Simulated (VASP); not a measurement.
Runs of VASP 6.6.1 on Y3LuO2. The structure is that of space group R-3m (No. 166), or close to it. The cells are those of the table. 

```csv
task,cell,k mesh,cutoff (eV),gap on the mesh (eV),pressure (GPa),largest force (eV/Å)
single point,"a = 5.189 Å, angles 89.6°, 6 atoms",3 × 3 × 3,520,none,(a),0.07
single point,"a = 5.194 Å, 6 atoms",6 × 6 × 6,520,none,0.1,(b)
relaxation of cell and atoms,"relaxed from a = 5.138 Å, angles 81.0°, 6 atoms",3 × 3 × 3,600,none,-0.1,0.02
single point,"a = 5.138 Å, angles 81.0°, 6 atoms",3 × 3 × 3,520,none,27.1,1.48
```

Alike in all rows: level PBE; potentials or basis VASP PAW PBE potentials, release 64 (Y_sv, Lu, O); no spin polarisation; smearing gaussian 0.1 eV.

Question: Fill in the values left out.

Answer: (a) 0.2; (b) 0.08.

Caveats: some runs use coarse meshes; spin-orbit coupling is left out, which moves the levels of the heavy elements; forces of over 1 eV/Å act on the atoms, so gaps and moduli don't describe the material at rest (some runs).

A k mesh can miss the band edges, and the runs leave out spin-orbit coupling on Lu, Y.

A gap of «none» marks levels without a gap at the run's occupations.
